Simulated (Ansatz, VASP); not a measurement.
One calculation of Al2O3, two programs

INCAR

```
ALGO = Normal
EDIFF = 1E-6
ENCUT = 520
GGA = PE
ISIF = 2
ISMEAR = 0
LASPH = T
LCHARG = F
LREAL = F
LWAVE = F
NBANDS = 35
NELM = 80
PREC = Accurate
SIGMA = 0.05
```

The input KPOINTS:

```
k-points
0
Gamma
  6 4 8
```

Contents of POSCAR:

```
Al2O3
1.0
    4.3352025006      0.0000000000      0.0000000000
    0.0000000000      8.9272541994      0.0000000000
    0.0000000000      0.0000000000      3.0257116887
Al O
4 6
Direct
    0.4317423466      0.3295573566      0.5000000000
    0.5682576534      0.6704426434      0.5000000000
    0.9317423466      0.1704426434      0.0000000000
    0.0682576534      0.8295573566      0.0000000000
    0.7545470293      0.2269610254      0.5000000000
    0.0000000000      0.0000000000      0.0000000000
    0.7454529707      0.7269610254      0.0000000000
    0.2545470293      0.2730389746      0.0000000000
    0.2454529707      0.7730389746      0.5000000000
    0.5000000000      0.5000000000      0.5000000000
```

Input for Ansatz:

```yaml
crystal:
  lattice:
    - [4.3352025006, 0.0, 0.0]
    - [0.0, 8.9272541994, 0.0]
    - [0.0, 0.0, 3.0257116887]
  atoms:
    - { symbol: Al, position: [0.4317423466, 0.3295573566, 0.5] }
    - { symbol: Al, position: [0.5682576534, 0.6704426434, 0.5] }
    - { symbol: Al, position: [0.9317423466, 0.1704426434, 0.0] }
    - { symbol: Al, position: [0.0682576534, 0.8295573566, 0.0] }
    - { symbol: O, position: [0.7545470293, 0.2269610254, 0.5] }
    - { symbol: O, position: [0.0, 0.0, 0.0] }
    - { symbol: O, position: [0.7454529707, 0.7269610254, 0.0] }
    - { symbol: O, position: [0.2545470293, 0.2730389746, 0.0] }
    - { symbol: O, position: [0.2454529707, 0.7730389746, 0.5] }
    - { symbol: O, position: [0.5, 0.5, 0.5] }
basis:
  ecutwfc: 420
kpoints:
  mp_grid: { grid: [6, 4, 8] }
hamiltonian:
  xc: pbe
scf:
  occupations: { method: gaussian, width: 0.05 }
output:
  forces: true
  stress: true
  eigenvalues: true
  write_density: true
  write_potential: true
  elf: true
  volumetric_format: npy
```

Change from the starting cell: strain -0.080 along x and y, +0.000 along z, atoms carried along.

Alike in both runs: task single point; functional PBE; k mesh 6 × 4 × 8; occupations gaussian, width 0.05 eV; no spin polarisation.

```csv
,VASP,Ansatz
version,VASP 6.6.1,Ansatz 0.2.0
potentials or method,"VASP PAW PBE potentials, release 64 (Al, O), cutoff 520 eV","scalar-relativistic, plane waves, PAW"
valence electrons in the cell,48,48
```

```csv
,VASP,Ansatz,Ansatz less VASP
gap on the k mesh at the Fermi level (eV),4.65,4.66,+0.006
least direct gap on the mesh (eV),4.65,4.66,+0.006
pressure (GPa),35.7,35.2,-0.52
"traceless stress, the component that is largest in VASP (GPa)",28.05,27.36,-0.690
rms of the force components (eV/Å),1.571,1.535,-0.0363
```

Atom by atom the forces differ by 0.036 eV/Å (rms over components). Both programs put the cell under a high pressure, so it lies far from rest at this level. The functional is the same, so the differences come from potentials, cutoffs and numerics.
